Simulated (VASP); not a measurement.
The system is Li.

```
Li
1.0
     3.03439    0.00000    0.00000
    -1.51719    2.62785    0.00000
     0.00000    0.00000   10.21621
Li
4
Direct
  0.00000 0.00000 0.00000
  0.33333 0.66667 0.25000
  0.00000 0.00000 0.50000
  0.66667 0.33333 0.75000
```

| Property | Result |
| --- | --- |
| Program | VASP 6.6.1 |
| Task | relaxation of cell and atoms |
| Functional | PBEsol |
| Dispersion | D3(BJ) |
| Potentials or basis | VASP PAW PBE potentials, release 64 (Li_sv) |
| Cutoff | 600 eV |
| k mesh | 10 × 10 × 3 |
| Occupations | methfessel-paxton, width 0.05 eV |
| Spin | no spin polarisation |

At the start: pressure -1.4 GPa; volume 20.37 Å³/atom.

Problem. How do energy, volume and symmetry change on relaxing?

Solution. Over 14 steps the energy falls by 12.9 meV/atom and the volume is 18.17 Å³/atom (-10.8 %); space group P6_3/mmc (No. 194, to 0.05 Å).

Step by step:
| step | energy change (eV) | largest force (eV/Å) | pressure (GPa) | volume (Å³) |
| --- | --- | --- | --- | --- |
| 1 | 0.0000 | 0.0000 | -1.43 | 81.46 |
| 2 | -0.0200 | 0.0000 | -1.15 | 79.34 |
| 3 | -0.0453 | 0.0000 | -0.44 | 74.91 |
| 4 | -0.0485 | 0.0000 | -0.03 | 72.86 |
| 5 | -0.0486 | 0.0000 | 0.04 | 72.56 |
| 6 | -0.0488 | 0.0000 | 0.03 | 72.62 |
| 7 | -0.0496 | 0.0000 | -0.02 | 72.82 |
| 8 | -0.0511 | 0.0000 | -0.10 | 73.21 |
| 9 | -0.0490 | 0.0000 | -0.28 | 73.98 |
| 10 | -0.0512 | 0.0000 | -0.14 | 73.35 |
| 11 | -0.0513 | 0.0000 | -0.12 | 73.26 |
| 12 | -0.0514 | 0.0000 | -0.11 | 73.17 |
| 13 | -0.0515 | 0.0000 | -0.07 | 73.02 |
| 14 | -0.0516 | 0.0000 | 0.00 | 72.68 |

Final structure:
```yaml
crystal:
  lattice:
    - [2.98117, 0.00000, 0.00000]
    - [-1.49058, 2.58177, 0.00000]
    - [0.00000, 0.00000, 9.44323]
  atoms:
    - { symbol: Li, position: [0.00000, 0.00000, 0.00000] }
    - { symbol: Li, position: [0.33333, 0.66667, 0.25000] }
    - { symbol: Li, position: [0.00000, 0.00000, 0.50000] }
    - { symbol: Li, position: [0.66667, 0.33333, 0.75000] }
```

Caveat: the cutoff is under 1.25 times the usual one of these potentials, so pressure, stress and relaxed cells hold a basis-set (Pulay) error; the PAW data sets were made with another functional, which shifts forces and pressure a little; pairwise dispersion overbinds metals, which lowers pressure and volume.
